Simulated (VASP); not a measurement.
# Rh (I4/mmm) in VASP: a series of runs

Runs on Rh. Level: PBEsol. Tasks: single point.

Program: VASP 6.6.1. These are calculated values, not measurements. Logs are shortened: lines on timing, memory, paths and dates and some standing lists are left out, and cuts for length are marked.

## (1) The cell of the first run

The structure is tetragonal, space group I4/mmm (No. 139). The conventional cell has a = 2.555 Å, b = 2.555 Å, c = 3.993 Å, α = 90.00°, β = 90.00°, γ = 90.00°. Rh (site symmetry 4/mmm) has 12 Rh at 2.55 to 2.69 Å within 3.4 Å.

## (2) Single point, PBEsol (strain -0.050 along x and y, +0.050 along z)

The input, INCAR:

```
  ALGO = Fast
  EDIFF = 1E-6
  ENCUT = 520
  GGA = PS
  ISIF = 2
  ISMEAR = 0
  LASPH = True
  LCHARG = False
  LREAL = False
  LWAVE = False
  NBANDS = 14
  NELM = 60
  PREC = Accurate
  SIGMA = 0.15
```

The input, KPOINTS:

```
k-points
0
Gamma
  22 22 22
```

The input, POSCAR:

```
Rh
1.0
    0.0000000000      1.8064725000      1.9966275000
    1.8064725000      0.0000000000      1.9966275000
    1.8064725000      1.8064725000      0.0000000000
Rh
1
Direct
    0.0000000000      0.0000000000      0.0000000000
```

Potentials or basis: VASP PAW PBE potentials, release 64 (Rh_pv).

Started as:

```console
cat potpaw_PBE.64/Rh_pv/POTCAR > POTCAR
mpirun -np 1 vasp_std > vasp.out
```

OUTCAR:

```text
EDIFF = 1E-6
   ENCUT = 520
   GGA = PS
   ISIF = 2
   ISMEAR = 0
   LASPH = True
   LREAL = False
   NELM = 60
   PREC = Accurate

 ion  position               nearest neighbor table
   1  0.000  0.000  0.000-

  LATTYP: Found a body centered tetragonal cell.
 ALAT       =     2.5547379096
 C/A-ratio  =     1.5630781479

  Lattice vectors:

 A1 = (  -1.8064725000,   0.0000000000,   1.9966275000)
 A2 = (   1.8064725000,   0.0000000000,   1.9966275000)
 A3 = (   0.0000000000,   1.8064725000,  -1.9966275000)

Analysis of symmetry for initial positions (statically):
=====================================================================
 Subroutine PRICEL returns:
 Original cell was already a primitive cell.

 Routine SETGRP: Setting up the symmetry group for a
 body centered tetragonal supercell.

 Subroutine GETGRP returns: Found 16 space group operations
 (whereof 16 operations were pure point group operations)
 out of a pool of 16 trial point group operations.

The static configuration has the point symmetry D_4h.

Analysis of symmetry for dynamics (positions and initial velocities):
=====================================================================
 Subroutine PRICEL returns:
 Original cell was already a primitive cell.

 Routine SETGRP: Setting up the symmetry group for a
 body centered tetragonal supercell.

 Subroutine GETGRP returns: Found 16 space group operations
 (whereof 16 operations were pure point group operations)
 out of a pool of 16 trial point group operations.

The dynamic configuration has the point symmetry D_4h.

 Subroutine INISYM returns: Found 16 space group operations
 (whereof 16 operations are pure point group operations),
 and found     1 'primitive' translations

----------------------------------------------------------------------------------------

                                     Primitive cell

  volume of cell :      13.0314

  direct lattice vectors                    reciprocal lattice vectors
     0.000000000  1.806472500  1.996627500    -0.276782514  0.276782514  0.250422275
     1.806472500  0.000000000  1.996627500     0.276782514 -0.276782514  0.250422275
     1.806472500  1.806472500  0.000000000     0.276782514  0.276782514 -0.250422275

  length of vectors
     2.692557198  2.692557198  2.554737910     0.464681004  0.464681004  0.464681004

  position of ions in fractional coordinates (direct lattice)
     0.000000000  0.000000000  0.000000000

  ion indices of the primitive-cell ions
   primitive index   ion index
                 1           1

----------------------------------------------------------------------------------------

 KPOINTS: k-points

Automatic generation of k-mesh.
 Grid dimensions read from file:
 generate k-points for:   22   22   22

 Generating k-lattice:

  Cartesian coordinates                     Fractional coordinates (reciprocal lattice)
    -0.012581023  0.012581023  0.011382831     0.045454545  0.000000000  0.000000000
     0.012581023 -0.012581023  0.011382831     0.000000000  0.045454545  0.000000000
     0.012581023  0.012581023 -0.011382831     0.000000000  0.000000000  0.045454545

  Length of vectors
     0.021121864  0.021121864  0.021121864

  Shift w.r.t. Gamma in fractional coordinates (k-lattice)
     0.000000000  0.000000000  0.000000000

 Subroutine IBZKPT returns following result:
 ===========================================

 Found    834 irreducible k-points:

 Following reciprocal coordinates:
            Coordinates               Weight
  0.000000  0.000000  0.000000      1.000000
  0.045455  0.000000  0.000000      8.000000
  0.090909  0.000000  0.000000      8.000000
  0.136364 -0.000000  0.000000      8.000000
  0.181818  0.000000  0.000000      8.000000
  0.227273  0.000000  0.000000      8.000000
[... 16 lines left out ...]
  0.500000  0.045455  0.000000      8.000000
 -0.454545  0.045455  0.000000      8.000000
 [... further k-points ...]
   k-points           NKPTS =    834   k-points in BZ     NKDIM =    834   number of bands    NBANDS=     14
   number of dos      NEDOS =    301   number of ions     NIONS =      1
   total plane-waves  NPLWV =   8000
   dimension x,y,z NGX =    20 NGY =   20 NGZ =   20
   dimension x,y,z NGXF=    40 NGYF=   40 NGZF=   40
   ions per type =               1
   NGX,Y,Z   is equivalent  to a cutoff of  12.35, 12.35, 13.01 a.u.
   NGXF,Y,Z  is equivalent  to a cutoff of  24.70, 24.70, 26.03 a.u.
 SYSTEM =  unknown system
   PREC   = accura    normal or accurate (medium, high low for compatibility)
   ISTART =      0    job   : 0-new  1-cont  2-samecut
   ICHARG =      2    charge: 1-file 2-atom 10-const
   ISPIN  =      1    spin polarized calculation?
   LNONCOLLINEAR =      F non collinear calculations
   LSORBIT =      F    spin-orbit coupling
   LASPH  =      T    aspherical Exc in radial PAW
   ENCUT  =  520.0 eV  38.22 Ry    6.18 a.u.   5.01  5.01  4.75*2*pi/ulx,y,z
   NELM   =     60;   NELMIN=  2; NELMDL= -5     # of ELM steps
   EDIFF  = 0.1E-05   stopping-criterion for ELM
   LREAL  =      F    real-space projection
   EDIFFG = 0.1E-04   stopping-criterion for IOM
   NSW    =      0    number of steps for IOM
   IBRION =     -1    ionic relax: 0-MD 1-quasi-New 2-CG
   NFREE  =      0    steps in history (QN), initial steepest desc. (CG)
   ISIF   =      2    stress and relaxation
   ISYM   =      2    0-nonsym 1-usesym 2-fastsym
   POTIM  = 0.5000    time-step for ionic-motion
   TEBEG  =    0.0;   TEEND  =   0.0 temperature during run
   PSTRESS=    0.0 pullay stress
   NELECT =      15.0000    total number of electrons
   NUPDOWN=      -1.0000    fix difference up-down
   EMIN   =  10.00;   EMAX   =-10.00  energy-range for DOS
   EFERMI =   0.00;   METHOD = LEGACY
   ISMEAR =     0;   SIGMA  =   0.15  broadening in eV -4-tet -1-fermi 0-gaus
   EFERMI_NEDOS =   21; number of points for ismear=-14 and -15
   IALGO  =     68    algorithm
   IMIX   =      4    mixing-type and parameters
     AMIX     =   0.40;   BMIX     =  1.00
     AMIX_MAG =   1.60;   BMIX_MAG =  1.00
  volume/ion in A,a.u.               =      13.03        87.94
  Fermi-wavevector in a.u.,A,eV,Ry     =   1.715703  3.242208 40.050589  2.943635
  Thomas-Fermi vector in A             =   2.793025
   LORBIT       =      0    0 simple, 1 ext, 2 COOP (PROOUT), +10 PAW based schemes
   GGA     = PS    functional components
   LHFCALC =     F    Hartree Fock is set to
   AEXX    =    0.0000 exact exchange contribution
   IVDW    =     0    specifies the selected vdW correction
   LEPSILON=     F    determine dielectric tensor
   LRPA    =     F    only Hartree local field effects (RPA)
 non-spin polarized calculation
 RMM-DIIS sequential band-by-band and
 Gauss-broadening in eV      SIGMA  =   0.15
  energy-cutoff  :      520.00
  volume of cell :       13.03
 maximum number of plane-waves:       364
   NGX =  9   NGY =  9   NGZ =  9

 number of electron      14.9999999 magnetization

 Free energy of the ion-electron system (eV)
  ---------------------------------------------------
  ext. energy  EPLUGINS =         0.00000000
  ---------------------------------------------------
  free energy    TOTEN  =        -8.04737463 eV

  energy without entropy =       -8.03341201  energy(sigma->0) =       -8.04039332

 E-fermi :  12.7555     XC(G=0): -14.5623

 val. band max:       12.7528417384   @ k =  -0.4091   0.4545   0.0909
 cond. band min:      12.7563541485   @ k =   0.2727   0.1818   0.0455
 fundamental gap:      0.0035124101
 Fermi energy:        12.7554558728

 k-point     1 :       0.0000    0.0000    0.0000
  band No.  band energies     occupation
      1     -33.6818      2.00000
      2     -33.6179      2.00000
      3     -33.6179      2.00000
      4       4.3156      2.00000
      5       8.6322      2.00000
      6       9.8821      2.00000
      7       9.8821      2.00000
      8      10.8945      2.00000
      9      12.4041      1.99907
     10      28.8241      0.00000
     11      32.3886      0.00000
     12      33.0189      0.00000
     13      35.5284      0.00000
     14      35.5284      0.00000

 k-point     2 :       0.0455    0.0000    0.0000
  band No.  band energies     occupation
      1     -33.6893      2.00000
      2     -33.6332      2.00000
      3     -33.6191      2.00000
      4       4.4045      2.00000
      5       8.6561      2.00000
      6       9.8488      2.00000
      7       9.9168      2.00000
      8      10.8888      2.00000
      9      12.3699      1.99972
     10      28.9578      0.00000
     11      32.3979      0.00000
     12      33.0188      0.00000
     13      35.1052      0.00000
     14      35.6674      0.00000

 k-point     3 :       0.0909    0.0000    0.0000
  band No.  band energies     occupation
      1     -33.7227      2.00000
      2     -33.6663      2.00000
      3     -33.6225      2.00000
      4       4.6628      2.00000
      5       8.7163      2.00000
      6       9.7580      2.00000
      7      10.0149      2.00000
      8      10.8905      2.00000
      9      12.2767      1.99999
     10      29.3301      0.00000
     11      32.2078      0.00000
     12      33.0193      0.00000
     13      34.5005      0.00000
     14      36.0740      0.00000
[... 324 lines left out ...]
 k-point    23 :       0.5000    0.0455    0.0000
  band No.  band energies     occupation
      1     -34.5326      2.00000
      2     -33.8509      2.00000
      3     -33.6796      2.00000
      4       6.2082      2.00000
      5       8.7249      2.00000
      6       9.9897      2.00000
      7      12.6195      1.80003
      8      13.1670      0.00010
      9      14.3939      0.00000
     10      22.0496      0.00000
     11      28.0327      0.00000
     12      33.0212      0.00000
     13      33.8491      0.00000
     14      35.3109      0.00000

 k-point    24 :      -0.4545    0.0455    0.0000
  band No.  band energies     occupation
      1     -34.5336      2.00000
      2     -33.8513      2.00000
      3     -33.6761      2.00000
      4       6.2135      2.00000
      5       8.7534      2.00000
      6       9.9808      2.00000
      7      12.5289      1.96729
      8      13.0833      0.00200
      9      14.4783      0.00000
     10      22.1255      0.00000
     11      28.0523      0.00000
     12      33.0208      0.00000
     13      33.7275      0.00000
     14      35.5570      0.00000

 [... further k-points ...]
[... 5 lines left out ...]
  --------------------------------------------------------------------------------------
  -------------------------------------------------------------------------------------
  Total        1.9075410      1.9075410     -0.5425004      0.0000000      0.0000000      0.0000000
  in kB      234.5280018    234.5280018    -66.6992417      0.0000000      0.0000000      0.0000000
  external PRESSURE =     134.1189206 kB  Pullay stress =       0.0000000 kB

 VOLUME and BASIS-vectors are now :
 -----------------------------------------------------------------------------
  energy-cutoff  :      520.00
  volume of cell :       13.03
      direct lattice vectors                 reciprocal lattice vectors
     0.000000000  1.806472500  1.996627500    -0.276782514  0.276782514  0.250422275
     1.806472500  0.000000000  1.996627500     0.276782514 -0.276782514  0.250422275
     1.806472500  1.806472500  0.000000000     0.276782514  0.276782514 -0.250422275

 POSITION                                       TOTAL-FORCE (eV/Angst)
 -----------------------------------------------------------------------------------
      0.00000      0.00000      0.00000         0.000000      0.000000      0.000000
 -----------------------------------------------------------------------------------
    total drift:                                0.000000     -0.000000      0.000000

  FREE ENERGIE OF THE ION-ELECTRON SYSTEM (eV)
  ---------------------------------------------------
  free  energy   TOTEN  =        -8.0473746265 eV

  energy  without entropy=       -8.0334120091  energy(sigma->0) =       -8.04039332
```

Wall time 1.7 min (1 thread of Intel Xeon 6975P-C, shared host); peak memory 0.24 GiB.

Results:

```
Free energy : -8.0474 eV
Pressure    : 13.4 GPa
```

Stress tensor (GPa, compression positive):
```
23.45  0.00  0.00
 0.00 23.45  0.00
 0.00  0.00 -6.67
```

Levels at points of the mesh, in eV from the Fermi level:
```csv
k point,band 4,band 5,band 6,band 7,band 8,band 9,band 10,band 11
"(0.00, 0.00, 0.00)",-8.44,-4.12,-2.87,-2.87,-1.86,-0.35,16.07,19.63
"(0.50, 0.00, 0.00)",-6.61,-3.98,-2.82,0.40,0.64,0.90,9.25,15.21
"(0.50, 0.50, 0.00)",-6.81,-6.44,0.76,1.03,1.03,1.88,11.09,14.85
"(0.50, 0.00, 0.50)",-6.89,-6.41,0.50,0.54,1.69,4.04,12.44,13.65
```

Caveat: the cell differs from its parent crystal (strain -0.050 along x and y, +0.050 along z); the PAW data sets were made with another functional, which shifts forces and pressure a little.

(Part 1 of 2 ends here.)
